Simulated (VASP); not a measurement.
# Li (Im-3m) in VASP: further runs

The runs below take Li through single point, relaxation of cell and atoms, with b88 exchange, pbe correlation, r2SCAN+D3(BJ).

Everything below comes from runs of VASP 6.6.1. Logs are shortened: lines on timing, memory, paths and dates and some standing lists are left out, and cuts for length are marked.

### 1 The cell of the first run

Symmetry: Im-3m, No. 229, cubic system. Conventional cell: a = 3.476 Å, b = 3.476 Å, c = 3.476 Å, α = 90.00°, β = 90.00°, γ = 90.00°. Within 4.0 Å of Li (site symmetry m-3m) lie 14 Li at 3.01 to 3.48 Å.

### 2 Single point, b88 exchange, pbe correlation

INCAR

```
PREC = Accurate ; ENCUT = 750
EDIFF = 1E-6 ; ISMEAR = -1
SIGMA = 0.05 ; LREAL = False
LASPH = True ; NELM = 120
ALGO = Normal ; ISIF = 2
LWAVE = False ; LCHARG = False
GGA = LIBXC ; LIBXC1 = GGA_X_B88
LIBXC2 = GGA_C_PBE ; NBANDS = 8
GGA_COMPAT = False
```

KPOINTS

```
Automatic mesh
0
Gamma
  11 11 11
```

POSCAR

```
Li
1.0
   -1.7379613543      1.7379613543      1.7379613543
    1.7379613543     -1.7379613543      1.7379613543
    1.7379613543      1.7379613543     -1.7379613543
Li
1
Direct
    0.0000000000      0.0000000000      0.0000000000
```

Potentials or basis: VASP PAW PBE potentials, release 64 (Li_sv).

Run with:

```console
> cat potpaw_PBE.64/Li_sv/POTCAR > POTCAR
> mpirun -np 1 vasp_std > vasp.out
```

OUTCAR:

```text
PREC = Accurate
   ENCUT = 750
   EDIFF = 1E-6
   ISMEAR = -1
   LREAL = False
   LASPH = True
   NELM = 120
   ISIF = 2
   GGA = LIBXC

 ion  position               nearest neighbor table
   1  0.000  0.000  0.000-

  LATTYP: Found a body centered cubic cell.
 ALAT       =     3.4759227086

  Lattice vectors:

 A1 = (  -1.7379613543,   1.7379613543,   1.7379613543)
 A2 = (   1.7379613543,  -1.7379613543,   1.7379613543)
 A3 = (   1.7379613543,   1.7379613543,  -1.7379613543)

Analysis of symmetry for initial positions (statically):
=====================================================================
 Subroutine PRICEL returns:
 Original cell was already a primitive cell.

 Routine SETGRP: Setting up the symmetry group for a
 body centered cubic supercell.

 Subroutine GETGRP returns: Found 48 space group operations
 (whereof 48 operations were pure point group operations)
 out of a pool of 48 trial point group operations.

The static configuration has the point symmetry O_h .

Analysis of symmetry for dynamics (positions and initial velocities):
=====================================================================
 Subroutine PRICEL returns:
 Original cell was already a primitive cell.

 Routine SETGRP: Setting up the symmetry group for a
 body centered cubic supercell.

 Subroutine GETGRP returns: Found 48 space group operations
 (whereof 48 operations were pure point group operations)
 out of a pool of 48 trial point group operations.

The dynamic configuration has the point symmetry O_h .

 Subroutine INISYM returns: Found 48 space group operations
 (whereof 48 operations are pure point group operations),
 and found     1 'primitive' translations

----------------------------------------------------------------------------------------

                                     Primitive cell

  volume of cell :      20.9981

  direct lattice vectors                    reciprocal lattice vectors
    -1.737961354  1.737961354  1.737961354     0.000000000  0.287693394  0.287693394
     1.737961354 -1.737961354  1.737961354     0.287693394  0.000000000  0.287693394
     1.737961354  1.737961354 -1.737961354     0.287693394  0.287693394  0.000000000

  length of vectors
     3.010237367  3.010237367  3.010237367     0.406859899  0.406859899  0.406859899

[... 77 lines left out ...]
   NELM   =    120;   NELMIN=  2; NELMDL= -5     # of ELM steps
   EDIFF  = 0.1E-05   stopping-criterion for ELM
   LREAL  =      F    real-space projection
   EDIFFG = 0.1E-04   stopping-criterion for IOM
   NSW    =      0    number of steps for IOM
   IBRION =     -1    ionic relax: 0-MD 1-quasi-New 2-CG
   NFREE  =      0    steps in history (QN), initial steepest desc. (CG)
   ISIF   =      2    stress and relaxation
   ISYM   =      2    0-nonsym 1-usesym 2-fastsym
   POTIM  = 0.5000    time-step for ionic-motion
   TEBEG  =    0.0;   TEEND  =   0.0 temperature during run
   PSTRESS=    0.0 pullay stress
   NELECT =       3.0000    total number of electrons
   NUPDOWN=      -1.0000    fix difference up-down
   EMIN   =  10.00;   EMAX   =-10.00  energy-range for DOS
   EFERMI =   0.00;   METHOD = LEGACY
   ISMEAR =    -1;   SIGMA  =   0.05  broadening in eV -4-tet -1-fermi 0-gaus
   EFERMI_NEDOS =   21; number of points for ismear=-14 and -15
   IALGO  =     38    algorithm
   IMIX   =      4    mixing-type and parameters
     AMIX     =   0.40;   BMIX     =  1.00
     AMIX_MAG =   1.60;   BMIX_MAG =  1.00
  volume/ion in A,a.u.               =      21.00       141.70
  Fermi-wavevector in a.u.,A,eV,Ry     =   0.855832  1.617288  9.965563  0.732448
  Thomas-Fermi vector in A             =   1.972641
   LORBIT       =      0    0 simple, 1 ext, 2 COOP (PROOUT), +10 PAW based schemes
   GGA     = LIBXC    functional components
   LHFCALC =     F    Hartree Fock is set to
   AEXX    =    0.0000 exact exchange contribution
   IVDW    =     0    specifies the selected vdW correction
   LEPSILON=     F    determine dielectric tensor
   LRPA    =     F    only Hartree local field effects (RPA)
 non-spin polarized calculation
  energy-cutoff  :      750.00
  volume of cell :       21.00
 maximum number of plane-waves:       989
   NGX = 13   NGY = 13   NGZ = 13

 number of electron       3.0000003 magnetization

 Free energy of the ion-electron system (eV)
  ---------------------------------------------------
  ext. energy  EPLUGINS =         0.00000000
  ---------------------------------------------------
  free energy    TOTEN  =        -1.83418083 eV

  energy without entropy =       -1.83050771  energy(sigma->0) =       -1.83234427

 E-fermi :   0.6101     XC(G=0):  -6.8401

 val. band max:        0.5696242390   @ k =  -0.3636   0.4545   0.0909
 cond. band min:       0.6118339289   @ k =   0.4545   0.0000   0.0000
 fundamental gap:      0.0422096899
 Fermi energy:         0.6101276149

 k-point     1 :       0.0000    0.0000    0.0000
  band No.  band energies     occupation
      1     -46.1417      2.00000
      2      -2.9568      2.00000
      3      14.9374      0.00000
      4      14.9374      0.00000
      5      14.9374      0.00000
      6      19.5473      0.00000
      7      19.5473      0.00000
      8      19.5473      0.00000
[... 243 lines left out ...]
 k-point    24 :       0.3636    0.1818    0.0909
  band No.  band energies     occupation
      1     -46.1246      2.00000
      2       1.8186      0.00000
      3       3.7859      0.00000
      4       7.1980      0.00000
      5       9.7043      0.00000
      6      19.6410      0.00000
      7      20.5581      0.00000
      8      23.8154      0.00000

 [... further k-points ...]

------------------------ aborting loop because EDIFF is reached ----------------------------------------

  FORCE on cell =-STRESS in cart. coord.  units (eV):
  Direction    XX          YY          ZZ          XY          YZ          ZX
  --------------------------------------------------------------------------------------
  -------------------------------------------------------------------------------------
  Total       -0.0143075     -0.0143075     -0.0143075      0.0000000     -0.0000000      0.0000000
  in kB       -1.0916737     -1.0916737     -1.0916737      0.0000000     -0.0000000      0.0000000
  external PRESSURE =      -1.0916737 kB  Pullay stress =       0.0000000 kB

 VOLUME and BASIS-vectors are now :
 -----------------------------------------------------------------------------
  energy-cutoff  :      750.00
  volume of cell :       21.00
      direct lattice vectors                 reciprocal lattice vectors
    -1.737961354  1.737961354  1.737961354     0.000000000  0.287693394  0.287693394
     1.737961354 -1.737961354  1.737961354     0.287693394  0.000000000  0.287693394
     1.737961354  1.737961354 -1.737961354     0.287693394  0.287693394  0.000000000

 POSITION                                       TOTAL-FORCE (eV/Angst)
 -----------------------------------------------------------------------------------
      0.00000      0.00000      0.00000         0.000000     -0.000000      0.000000
 -----------------------------------------------------------------------------------
    total drift:                                0.000000     -0.000000      0.000000

  FREE ENERGIE OF THE ION-ELECTRON SYSTEM (eV)
  ---------------------------------------------------
  free  energy   TOTEN  =        -1.8341808335 eV

  energy  without entropy=       -1.8305077117  energy(sigma->0) =       -1.83234427
```

OSZICAR:

```text
N       E                     dE             d eps       ncg     rms          rms(c)
DAV:   1     0.632296334394E+00    0.63230E+00   -0.86471E+02   896   0.321E+02
DAV:   2    -0.178859607513E+01   -0.24209E+01   -0.23698E+01  1304   0.408E+01
DAV:   3    -0.183332402629E+01   -0.44728E-01   -0.44715E-01  1064   0.460E+00
DAV:   4    -0.183391169989E+01   -0.58767E-03   -0.58767E-03  1320   0.484E-01
DAV:   5    -0.183391278112E+01   -0.10812E-05   -0.10813E-05  1096   0.205E-02    0.236E-01
DAV:   6    -0.183396199342E+01   -0.49212E-04   -0.20422E-04  1280   0.977E-02    0.141E-01
DAV:   7    -0.183416951255E+01   -0.20752E-03   -0.63501E-04  1144   0.162E-01    0.229E-02
DAV:   8    -0.183418110659E+01   -0.11594E-04   -0.34455E-05  1096   0.422E-02    0.871E-04
DAV:   9    -0.183418083348E+01    0.27311E-06   -0.34765E-07  1016   0.417E-03
   1 F= -.18341808E+01 E0= -.18323443E+01  d E =-.367312E-02
```

It took 6 s on 1 thread of AMD EPYC 9R45 (Zen 5), shared host; peak memory 0.12 GiB.

What came out:

```yaml
Free_energy: -1.8342 eV
Pressure: -0.1 GPa
Band_gap_on_the_k_mesh: zero (an odd number of electrons rules out a gap without spin polarisation)
```

Levels at points of the mesh, in eV from the Fermi level:
| k point | band 1 | band 2 | band 3 | band 4 | band 5 |
| --- | --- | --- | --- | --- | --- |
| (0.00, 0.00, 0.00) | -46.75 | -3.57 | 14.33 | 14.33 | 14.33 |

Caveat: the PAW data sets were made with another functional, which shifts forces and pressure a little.

### 3 Relaxation of cell and atoms, b88 exchange, pbe correlation

This run uses another cell than the first one, of 21.61 Å³/atom.

INCAR

```
  ALGO = Normal
  EDIFF = 1E-7
  EDIFFG = -0.01
  ENCUT = 750
  GGA = LIBXC
  GGA_COMPAT = F
  IBRION = 2
  ISIF = 3
  ISMEAR = -1
  LASPH = T
  LCHARG = F
  LIBXC1 = GGA_X_B88
  LIBXC2 = GGA_C_PBE
  LREAL = F
  LWAVE = F
  NELM = 120
  NELMIN = 4
  NSW = 60
  PREC = Accurate
  SIGMA = 0.05
```

KPOINTS

```
k-points
0
Gamma
  11 11 11
```

POSCAR

```
Li
1.0
   -1.7546500000      1.7546500000      1.7546500000
    1.7546500000     -1.7546500000      1.7546500000
    1.7546500000      1.7546500000     -1.7546500000
Li
1
Direct
    0.0000000000      0.0000000000      0.0000000000
```

Potentials or basis: VASP PAW PBE potentials, release 64 (Li_sv).

Run with:

```console
> cat potpaw_PBE.64/Li_sv/POTCAR > POTCAR
> mpirun -np 1 vasp_std > vasp.out
```

Wall time 12 s (1 thread of AMD EPYC 9R45 (Zen 5), shared host); peak memory 0.12 GiB.

Results (log left out):

- Free energy: -1.8346 eV
- Relaxed volume: 20.85 Å³/atom
- Relaxed cell: a = 3.003 Å, b = 3.003 Å, c = 3.003 Å, α = 109.47°, β = 109.47°, γ = 109.47°
- Space group after relaxing (to 0.1 Å): Im-3m (No. 229)
- Energy gained by relaxing: 1.1 meV/atom
- Ionic steps: 3
- Pressure after relaxing: 0.0 GPa
- Band gap on the k mesh: zero (an odd number of electrons rules out a gap without spin polarisation)

The path:
```csv
step,energy change (eV),largest force (eV/Å),pressure (GPa),volume (Å³)
1,0.0000,0.0000,-0.46,21.61
2,-0.0005,0.0000,-0.35,21.42
3,-0.0011,0.0000,0.00,20.85
```

Final structure:
```
Li
1.0
    -1.73385    1.73385    1.73385
     1.73385   -1.73385    1.73385
     1.73385    1.73385   -1.73385
Li
1
Direct
  0.00000 0.00000 0.00000
```

Levels at points of the mesh, in eV from the Fermi level:
| k point | band 1 | band 2 | band 3 | band 4 | band 5 |
| --- | --- | --- | --- | --- | --- |
| (0.00, 0.00, 0.00) | -46.74 | -3.58 | 14.40 | 14.40 | 14.40 |

Caveat: the PAW data sets were made with another functional, which shifts forces and pressure a little.

### 4 Single point, r2SCAN+D3(BJ)

This run uses another cell than the first one, of 21.61 Å³/atom.

POSCAR is that of step 3.

INCAR.step1

```
PREC     = Accurate       # precision mode
ENCUT    = 830            # plane-wave cutoff, eV
ISMEAR   = -1             # smearing method
SIGMA    = 0.1            # smearing width, eV
LREAL    = F              # projectors in reciprocal space
LASPH    = T              # aspherical terms in the spheres
NELM     = 120            # most SCF steps
NBANDS   = 8              # bands
GGA      = PE             # functional
ALGO     = Normal         # electronic algorithm
EDIFF    = 1E-5           # SCF threshold, eV
LWAVE    = T              # write WAVECAR
LCHARG   = F              # write CHGCAR
GGA_COMPAT= F
```

INCAR.step2

```
PREC     = Accurate       # precision mode
ENCUT    = 830            # plane-wave cutoff, eV
EDIFF    = 1E-6           # SCF threshold, eV
ISMEAR   = -1             # smearing method
SIGMA    = 0.1            # smearing width, eV
LREAL    = F              # projectors in reciprocal space
LASPH    = T              # aspherical terms in the spheres
NELM     = 120            # most SCF steps
ALGO     = Normal         # electronic algorithm
ISIF     = 2              # what is computed and relaxed
LWAVE    = F              # write WAVECAR
LCHARG   = F              # write CHGCAR
METAGGA  = R2SCAN         # meta-GGA
LMIXTAU  = T            
IVDW     = 12             # dispersion correction
VDW_S6   = 1.0          
VDW_S8   = 0.78981345   
VDW_A1   = 0.49484001   
VDW_A2   = 5.73083694   
NBANDS   = 8              # bands
ISTART   = 1            
GGA_COMPAT= F
```

KPOINTS

```
Automatic mesh
0
Gamma
  11 11 11
```

Run with:

```console
> cat potpaw_PBE.64/Li_sv/POTCAR > POTCAR
> cp INCAR.step1 INCAR
> mpirun -np 1 vasp_std > vasp.out
> cp INCAR.step2 INCAR
> mpirun -np 1 vasp_std > vasp.out
```

Wall time 94 s (1 thread of AMD EPYC 7R43 (Zen 3), shared host); peak memory 0.14 GiB.

The run converged. Its results:

| Property | Result |
| --- | --- |
| Free energy | -2.4680 eV |
| Pressure | -1.0 GPa |
| Band gap on the k mesh | zero (an odd number of electrons rules out a gap without spin polarisation) |
| Dispersion energy per atom | -0.075 eV |

Levels at points of the mesh, in eV from the Fermi level:
```
           k point  band 1  band 2  band 3  band 4  band 5
(0.00, 0.00, 0.00)  -48.26   -3.80   15.60   15.60   15.60
```

Caveat: the PAW data sets were made with another functional, which shifts forces and pressure a little.

### 5 Overview

| task | level | cell | cutoff (eV) | smearing | gap on the mesh (eV) | pressure (GPa) |
| --- | --- | --- | --- | --- | --- | --- |
| single point | b88 exchange, pbe correlation | a = 3.010 Å, angles 109.5°, 1 atom | 750 | fermi-dirac 0.05 eV | none | -0.1 |
| relaxation of cell and atoms | b88 exchange, pbe correlation | relaxed from a = 3.039 Å, angles 109.5°, 1 atom | 750 | fermi-dirac 0.05 eV | none | 0.0 |
| single point | r2SCAN+D3(BJ) | a = 3.039 Å, angles 109.5°, 1 atom | 830 | fermi-dirac 0.1 eV | none | -1.0 |

Alike in all rows: potentials or basis VASP PAW PBE potentials, release 64 (Li_sv); no spin polarisation; k mesh 11 × 11 × 11.

Caveats: the PAW data sets were made with another functional, which shifts forces and pressure a little.

Absolute energies hang on the potentials; compare differences alone.

### 6 How close it comes

Step 3. The cell as given is a measured one (21.61 Å³/atom); b88 exchange, pbe correlation puts the equilibrium volume -3.5 % from it, thermal expansion not counted.
